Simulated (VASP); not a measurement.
Runs of VASP 6.6.1 on As. The structure is that of space group I4_1/amd (No. 141), or close to it. The cells are those of the table. 

```tsv
task	cell	k mesh	cutoff (eV)	gap on the mesh (eV)	pressure (GPa)
relaxation of cell and atoms	relaxed from a = 5.571 Å, angles 102.8, 102.8, 123.8°, 6 atoms	10 × 10 × 10	600	none	0.0
single point	a = 4.970 Å, angles 101.1, 101.1, 127.8°, 6 atoms	6 × 6 × 6	520	none	(a)
single point	a = 5.571 Å, angles 102.8, 102.8, 123.8°, 6 atoms	6 × 6 × 6	520	none	0.2
single point	a = 5.583 Å, angles 102.7, 102.7, 124.1°, 6 atoms	10 × 10 × 10	520	none	0.1
```

Alike in all rows: level PBE; potentials or basis VASP PAW PBE potentials, release 64 (As); no spin polarisation; smearing gaussian 0.1 eV.

**Question.** Fill in the values left out.

**Answer.** (a) 67.3.

A k mesh can miss the band edges, and the runs leave out spin-orbit coupling on As.

A gap of «none» marks levels without a gap at the run's occupations.
